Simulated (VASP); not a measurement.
# AlN (Fm-3m) in VASP: further runs

The runs below take AlN through single point, with LDA.

Everything below comes from runs of VASP 6.6.1. Logs are shortened: lines on timing, memory, paths and dates and some standing lists are left out, and cuts for length are marked.

## Step 1: The cell of the first run

It takes space group Fm-3m (No. 225, cubic). The conventional cell has a = 4.051 Å, b = 4.051 Å, c = 4.051 Å, α = 90.00°, β = 90.00°, γ = 90.00°. Al (site symmetry m-3m) has 6 N at 2.03 Å within 2.7 Å. Within 2.7 Å of N (site symmetry m-3m) lie 6 Al at 2.03 Å.

## Step 2: Single point, LDA (8.31 Å³/atom)

Input file INCAR:

```
PREC = Accurate
ENCUT = 600
EDIFF = 1E-6
ISMEAR = 0
SIGMA = 0.02
LREAL = False
LASPH = True
NELM = 120
ALGO = Normal
ISIF = 2
LWAVE = False
LCHARG = True
LELF = True
LVHAR = True
NBANDS = 11
GGA_COMPAT = False
```

Input file KPOINTS:

```
regular mesh
0
Gamma
  10 10 10
```

Input file POSCAR:

```
AlN
1.0
    0.0000000000      2.0253197186      2.0253197186
    2.0253197186      0.0000000000      2.0253197186
    2.0253197186      2.0253197186      0.0000000000
Al N
1 1
Direct
    0.5000000000      0.5000000000      0.5000000000
    0.0000000000      0.0000000000      0.0000000000
```

Potentials or basis: VASP PAW LDA potentials, release 64 (Al, N).

Launch:

```bash
> cat potpaw_LDA.64/Al/POTCAR potpaw_LDA.64/N/POTCAR > POTCAR
> mpirun -np 1 vasp_std > vasp.out
```

OUTCAR:

```text
PREC = Accurate
   ENCUT = 600
   EDIFF = 1E-6
   ISMEAR = 0
   LREAL = False
   LASPH = True
   NELM = 120
   ISIF = 2

 ion  position               nearest neighbor table
   1  0.500  0.500  0.500-   2 2.03   2 2.03   2 2.03   2 2.03   2 2.03   2 2.03
   2  0.000  0.000  0.000-   1 2.03   1 2.03   1 2.03   1 2.03   1 2.03   1 2.03

  LATTYP: Found a face centered cubic cell.
 ALAT       =     4.0506394372

  Lattice vectors:

 A1 = (   0.0000000000,   2.0253197186,   2.0253197186)
 A2 = (   2.0253197186,   0.0000000000,   2.0253197186)
 A3 = (   2.0253197186,   2.0253197186,   0.0000000000)

Analysis of symmetry for initial positions (statically):
=====================================================================
 Subroutine PRICEL returns:
 Original cell was already a primitive cell.

 Routine SETGRP: Setting up the symmetry group for a
 face centered cubic supercell.

 Subroutine GETGRP returns: Found 48 space group operations
 (whereof 48 operations were pure point group operations)
 out of a pool of 48 trial point group operations.

The static configuration has the point symmetry O_h .

Analysis of symmetry for dynamics (positions and initial velocities):
=====================================================================
 Subroutine PRICEL returns:
 Original cell was already a primitive cell.

 Routine SETGRP: Setting up the symmetry group for a
 face centered cubic supercell.

 Subroutine GETGRP returns: Found 48 space group operations
 (whereof 48 operations were pure point group operations)
 out of a pool of 48 trial point group operations.

The dynamic configuration has the point symmetry O_h .

 Subroutine INISYM returns: Found 48 space group operations
 (whereof 48 operations are pure point group operations),
 and found     1 'primitive' translations

----------------------------------------------------------------------------------------

                                     Primitive cell

  volume of cell :      16.6154

  direct lattice vectors                    reciprocal lattice vectors
     0.000000000  2.025319719  2.025319719    -0.246874602  0.246874602  0.246874602
     2.025319719  0.000000000  2.025319719     0.246874602 -0.246874602  0.246874602
     2.025319719  2.025319719  0.000000000     0.246874602  0.246874602 -0.246874602

  length of vectors
     2.864234614  2.864234614  2.864234614     0.427599354  0.427599354  0.427599354

  position of ions in fractional coordinates (direct lattice)
     0.500000000  0.500000000  0.500000000
     0.000000000  0.000000000  0.000000000

  ion indices of the primitive-cell ions
   primitive index   ion index
                 1           1
                 2           2

----------------------------------------------------------------------------------------

 KPOINTS: regular mesh

Automatic generation of k-mesh.
 Grid dimensions read from file:
 generate k-points for:   10   10   10

 Generating k-lattice:

  Cartesian coordinates                     Fractional coordinates (reciprocal lattice)
    -0.024687460  0.024687460  0.024687460     0.100000000  0.000000000  0.000000000
     0.024687460 -0.024687460  0.024687460     0.000000000  0.100000000  0.000000000
     0.024687460  0.024687460 -0.024687460     0.000000000  0.000000000  0.100000000

  Length of vectors
     0.042759935  0.042759935  0.042759935

  Shift w.r.t. Gamma in fractional coordinates (k-lattice)
     0.000000000  0.000000000  0.000000000

 Subroutine IBZKPT returns following result:
 ===========================================

 Found     47 irreducible k-points:

 Following reciprocal coordinates:
            Coordinates               Weight
  0.000000  0.000000  0.000000      1.000000
  0.100000  0.000000  0.000000      8.000000
  0.200000  0.000000  0.000000      8.000000
  0.300000  0.000000  0.000000      8.000000
  0.400000  0.000000  0.000000      8.000000
  0.500000  0.000000  0.000000      4.000000
[... 16 lines left out ...]
  0.300000  0.300000  0.000000      6.000000
  0.400000  0.300000  0.000000     24.000000
 [... further k-points ...]
   k-points           NKPTS =     47   k-points in BZ     NKDIM =     47   number of bands    NBANDS=     11
   number of dos      NEDOS =    301   number of ions     NIONS =      2
   total plane-waves  NPLWV =  13824
   dimension x,y,z NGX =    24 NGY =   24 NGZ =   24
   dimension x,y,z NGXF=    48 NGYF=   48 NGZF=   48
   ions per type =               1   1
   NGX,Y,Z   is equivalent  to a cutoff of  13.93, 13.93, 13.93 a.u.
   NGXF,Y,Z  is equivalent  to a cutoff of  27.86, 27.86, 27.86 a.u.
 SYSTEM =  unknown system
   PREC   = accura    normal or accurate (medium, high low for compatibility)
   ISTART =      0    job   : 0-new  1-cont  2-samecut
   ICHARG =      2    charge: 1-file 2-atom 10-const
   ISPIN  =      1    spin polarized calculation?
   LNONCOLLINEAR =      F non collinear calculations
   LSORBIT =      F    spin-orbit coupling
   LASPH  =      T    aspherical Exc in radial PAW
   ENCUT  =  600.0 eV  44.10 Ry    6.64 a.u.   5.72  5.72  5.72*2*pi/ulx,y,z
   NELM   =    120;   NELMIN=  2; NELMDL= -5     # of ELM steps
   EDIFF  = 0.1E-05   stopping-criterion for ELM
   LREAL  =      F    real-space projection
   EDIFFG = 0.1E-04   stopping-criterion for IOM
   NSW    =      0    number of steps for IOM
   IBRION =     -1    ionic relax: 0-MD 1-quasi-New 2-CG
   NFREE  =      0    steps in history (QN), initial steepest desc. (CG)
   ISIF   =      2    stress and relaxation
   ISYM   =      2    0-nonsym 1-usesym 2-fastsym
   POTIM  = 0.5000    time-step for ionic-motion
   TEBEG  =    0.0;   TEEND  =   0.0 temperature during run
   PSTRESS=    0.0 pullay stress
   NELECT =       8.0000    total number of electrons
   NUPDOWN=      -1.0000    fix difference up-down
   EMIN   =  10.00;   EMAX   =-10.00  energy-range for DOS
   EFERMI =   0.00;   METHOD = LEGACY
   ISMEAR =     0;   SIGMA  =   0.02  broadening in eV -4-tet -1-fermi 0-gaus
   EFERMI_NEDOS =   21; number of points for ismear=-14 and -15
   IALGO  =     38    algorithm
   IMIX   =      4    mixing-type and parameters
     AMIX     =   0.40;   BMIX     =  1.00
     AMIX_MAG =   1.60;   BMIX_MAG =  1.00
  volume/ion in A,a.u.               =       8.31        56.06
  Fermi-wavevector in a.u.,A,eV,Ry     =   1.283122  2.424749 22.400655  1.646402
  Thomas-Fermi vector in A             =   2.415393
   LORBIT       =      0    0 simple, 1 ext, 2 COOP (PROOUT), +10 PAW based schemes
   GGA     = CA    functional components
   LHFCALC =     F    Hartree Fock is set to
   AEXX    =    0.0000 exact exchange contribution
   IVDW    =     0    specifies the selected vdW correction
   LEPSILON=     F    determine dielectric tensor
   LRPA    =     F    only Hartree local field effects (RPA)
 non-spin polarized calculation
 Gauss-broadening in eV      SIGMA  =   0.02
  energy-cutoff  :      600.00
  volume of cell :       16.62
 maximum number of plane-waves:       568
   NGX = 11   NGY = 11   NGZ = 11

 number of electron       8.0000000 magnetization

 Free energy of the ion-electron system (eV)
  ---------------------------------------------------
  ext. energy  EPLUGINS =         0.00000000
  ---------------------------------------------------
  free energy    TOTEN  =       -16.22153930 eV

  energy without entropy =      -16.22153930  energy(sigma->0) =      -16.22153930

 E-fermi :   9.7249     XC(G=0): -12.5483

 val. band max:        9.6399157992   @ k =   0.0000   0.0000   0.0000
 cond. band min:      14.0483806920   @ k =   0.5000   0.5000   0.0000
 fundamental gap:      4.4084648928
 Fermi energy:         9.7249402649

 k-point     1 :       0.0000    0.0000    0.0000
  band No.  band energies     occupation
      1      -7.7189      2.00000
      2       9.6399      2.00000
      3       9.6399      2.00000
      4       9.6399      2.00000
      5      15.3328      0.00000
      6      21.6461      0.00000
      7      21.6461      0.00000
      8      21.6461      0.00000
      9      26.8545      0.00000
     10      27.2329      0.00000
     11      27.2329      0.00000

 k-point     2 :       0.1000    0.0000    0.0000
  band No.  band energies     occupation
      1      -7.5125      2.00000
      2       8.6354      2.00000
      3       9.5182      2.00000
      4       9.5182      2.00000
      5      15.9372      0.00000
      6      20.7598      0.00000
      7      21.9397      0.00000
      8      21.9397      0.00000
      9      25.5784      0.00000
     10      25.5784      0.00000
     11      27.5756      0.00000

 k-point     3 :       0.2000    0.0000    0.0000
  band No.  band energies     occupation
      1      -6.9114      2.00000
      2       6.5059      2.00000
      3       9.2230      2.00000
      4       9.2230      2.00000
      5      16.5477      0.00000
      6      20.2685      0.00000
      7      22.0806      0.00000
      8      22.0806      0.00000
      9      25.0182      0.00000
     10      25.0182      0.00000
     11      26.8785      0.00000

 k-point     4 :       0.3000    0.0000    0.0000
  band No.  band energies     occupation
      1      -5.9862      2.00000
      2       4.1758      2.00000
      3       8.8962      2.00000
      4       8.8962      2.00000
      5      16.2674      0.00000
      6      21.1871      0.00000
      7      21.3153      0.00000
      8      21.3153      0.00000
      9      26.0754      0.00000
     10      26.5197      0.00000
     11      26.5197      0.00000
[... 239 lines left out ...]
 k-point    22 :      -0.2000    0.2000    0.0000
  band No.  band energies     occupation
      1      -5.6868      2.00000
      2       4.7253      2.00000
      3       6.6961      2.00000
      4       8.9621      2.00000
      5      18.2200      0.00000
      6      19.5255      0.00000
      7      20.2352      0.00000
      8      21.9060      0.00000
      9      24.4982      0.00000
     10      28.4972      0.00000
     11      29.7576      0.00000

 k-point    23 :       0.3000    0.3000    0.0000
  band No.  band energies     occupation
      1      -5.4417      2.00000
      2       4.8791      2.00000
      3       7.6147      2.00000
      4       7.6147      2.00000
      5      16.2388      0.00000
      6      16.3237      0.00000
      7      21.2265      0.00000
      8      25.0086      0.00000
      9      25.0086      0.00000
     10      29.9590      0.00000
     11      33.3351      0.00000

 k-point    24 :       0.4000    0.3000    0.0000
  band No.  band energies     occupation
      1      -4.6694      2.00000
      2       3.8333      2.00000
      3       6.8383      2.00000
      4       7.3579      2.00000
      5      15.6174      0.00000
      6      16.4287      0.00000
      7      21.6776      0.00000
      8      24.9589      0.00000
      9      25.7047      0.00000
     10      31.2153      0.00000
     11      34.0248      0.00000

 [... further k-points ...]
[... 5 lines left out ...]
  --------------------------------------------------------------------------------------
  -------------------------------------------------------------------------------------
  Total       -0.7540801     -0.7540801     -0.7540801     -0.0000000      0.0000000     -0.0000000
  in kB      -72.7138754    -72.7138754    -72.7138754     -0.0000000      0.0000000     -0.0000000
  external PRESSURE =     -72.7138754 kB  Pullay stress =       0.0000000 kB

 VOLUME and BASIS-vectors are now :
 -----------------------------------------------------------------------------
  energy-cutoff  :      600.00
  volume of cell :       16.62
      direct lattice vectors                 reciprocal lattice vectors
     0.000000000  2.025319719  2.025319719    -0.246874602  0.246874602  0.246874602
     2.025319719  0.000000000  2.025319719     0.246874602 -0.246874602  0.246874602
     2.025319719  2.025319719  0.000000000     0.246874602  0.246874602 -0.246874602

 POSITION                                       TOTAL-FORCE (eV/Angst)
 -----------------------------------------------------------------------------------
      2.02532      2.02532      2.02532        -0.000000     -0.000000     -0.000000
      0.00000      0.00000      0.00000         0.000000      0.000000      0.000000
 -----------------------------------------------------------------------------------
    total drift:                                0.000000     -0.000000     -0.000000

  FREE ENERGIE OF THE ION-ELECTRON SYSTEM (eV)
  ---------------------------------------------------
  free  energy   TOTEN  =       -16.2215392959 eV

  energy  without entropy=      -16.2215392959  energy(sigma->0) =      -16.22153930
```

Wall time 2.9 s (1 thread of Intel Xeon 6975P-C (Granite Rapids), shared host); peak memory 0.12 GiB.

What came out:

| Item | Value |
| --- | --- |
| Free energy | -16.2215 eV |
| Pressure | -7.3 GPa |
| Band gap on the k mesh | 4.41 eV (least direct gap 5.69 eV) |

Levels at points of the mesh, in eV from the valence-band top:
```
           k point  band 2  band 3  band 4  band 5  band 6  band 7
(0.00, 0.00, 0.00)    0.00    0.00    0.00    5.69   12.01   12.01
(0.50, 0.00, 0.00)   -8.31   -1.07   -1.07    6.09   10.76   10.76
(0.50, 0.50, 0.00)   -7.38   -2.80   -2.80    4.41    5.21   13.83
```

Caveat: the cell stands under tension. A k mesh can miss the band edges.

## Step 3: Single point, LDA (8.55 Å³/atom)

This run uses another cell than the first one, of 8.55 Å³/atom.

Input file INCAR:

```
ALGO = Normal ; EDIFF = 1E-6
ENCUT = 600 ; GGA = CA
GGA_COMPAT = F ; ISIF = 2
ISMEAR = 0 ; LASPH = T
LCHARG = F ; LREAL = F
LWAVE = F ; NBANDS = 11
NELM = 120 ; PREC = Accurate
SIGMA = 0.02
```

Input file KPOINTS:

```
k-points
0
Gamma
  10 10 10
```

Input file POSCAR:

```
AlN
1.0
    0.0000000000      2.0447951414      2.0447951414
    2.0447951414      0.0000000000      2.0447951414
    2.0447951414      2.0447951414      0.0000000000
Al N
1 1
Direct
    0.5000000000      0.5000000000      0.5000000000
    0.0000000000      0.0000000000      0.0000000000
```

Potentials or basis: VASP PAW LDA potentials, release 64 (Al, N).

Launch:

```bash
> cat potpaw_LDA.64/Al/POTCAR potpaw_LDA.64/N/POTCAR > POTCAR
> mpirun -np 1 vasp_std > vasp.out
```

Wall time 2.6 s (1 thread of Intel Xeon 6975P-C (Granite Rapids), shared host); peak memory 0.12 GiB.

It converged, with:

* Free energy: -16.1898 eV
* Pressure: -14.0 GPa
* Band gap on the k mesh: 4.14 eV (least direct gap 5.29 eV)

Levels at points of the mesh, in eV from the valence-band top:
```csv
k point,band 2,band 3,band 4,band 5,band 6,band 7
"(0.00, 0.00, 0.00)",0.00,0.00,0.00,5.29,11.92,11.92
"(0.50, 0.00, 0.00)",-8.13,-1.02,-1.02,5.91,10.53,10.53
"(0.50, 0.50, 0.00)",-7.19,-2.73,-2.73,4.14,5.25,13.48
```

Caveat: the cell stands under tension. A k mesh can miss the band edges.

## Step 4: Single point, LDA (8.79 Å³/atom)

This run uses another cell than the first one, of 8.79 Å³/atom.

Input file INCAR:

```
SYSTEM = AlN
ALGO     = Normal         ! electronic algorithm
EDIFF    = 1E-6           ! SCF threshold, eV
ENCUT    = 600            ! plane-wave cutoff, eV
GGA_COMPAT= .FALSE.      
ISIF     = 2              ! what is computed and relaxed
ISMEAR   = 0              ! smearing method
LASPH    = .TRUE.         ! aspherical terms in the spheres
LCHARG   = .FALSE.        ! write CHGCAR
LREAL    = .FALSE.        ! projectors in reciprocal space
LWAVE    = .FALSE.        ! write WAVECAR
NBANDS   = 11             ! bands
NELM     = 120            ! most SCF steps
PREC     = Accurate       ! precision mode
SIGMA    = 0.02           ! smearing width, eV
```

Input file KPOINTS:

```
k-points
0
G
  10 10 10
  0 0 0
```

Input file POSCAR:

```
AlN
1.0
    0.0000000000      2.0639064841      2.0639064841
    2.0639064841      0.0000000000      2.0639064841
    2.0639064841      2.0639064841      0.0000000000
Al N
1 1
Direct
    0.5000000000      0.5000000000      0.5000000000
    0.0000000000      0.0000000000      0.0000000000
```

Launch:

```bash
> cat potpaw_LDA.64/Al/POTCAR potpaw_LDA.64/N/POTCAR > POTCAR
> mpirun -np 1 vasp_std > vasp.out
```

Run time: 2.8 s. Hardware: 1 thread of Intel Xeon 6975P-C (Granite Rapids), shared host; peak memory 0.12 GiB.

The run converged. Its results:

```
Free energy            : -16.1393 eV
Pressure               : -19.8 GPa
Band gap on the k mesh : 3.88 eV (least direct gap 4.90 eV)
```

Levels at points of the mesh, in eV from the valence-band top:
| k point | band 1 | band 2 | band 3 | band 4 | band 5 | band 6 | band 7 | band 8 |
| --- | --- | --- | --- | --- | --- | --- | --- | --- |
| (0.00, 0.00, 0.00) | -16.86 | 0.00 | 0.00 | 0.00 | 4.90 | 11.83 | 11.83 | 11.83 |
| (0.50, 0.00, 0.00) | -13.76 | -7.96 | -0.97 | -0.97 | 5.74 | 10.32 | 10.32 | 12.19 |
| (0.50, 0.50, 0.00) | -12.83 | -7.00 | -2.66 | -2.66 | 3.88 | 5.30 | 13.16 | 16.04 |

Caveat: the cell stands under tension.

## Step 5: Summary

| cell | gap on the mesh (eV) | pressure (GPa) |
| --- | --- | --- |
| a = 2.864 Å, angles 60.0°, 2 atoms | 4.41 | -7.3 |
| a = 2.892 Å, angles 60.0°, 2 atoms | 4.14 | -14.0 |
| a = 2.919 Å, angles 60.0°, 2 atoms | 3.88 | -19.8 |

Alike in all rows: task single point; level LDA; potentials or basis VASP PAW LDA potentials, release 64 (Al, N); no spin polarisation; k mesh 10 × 10 × 10; cutoff (eV) 600; smearing gaussian 0.02 eV.

Caveats: the cell stands under tension.

Absolute energies hang on the potentials; compare differences alone.
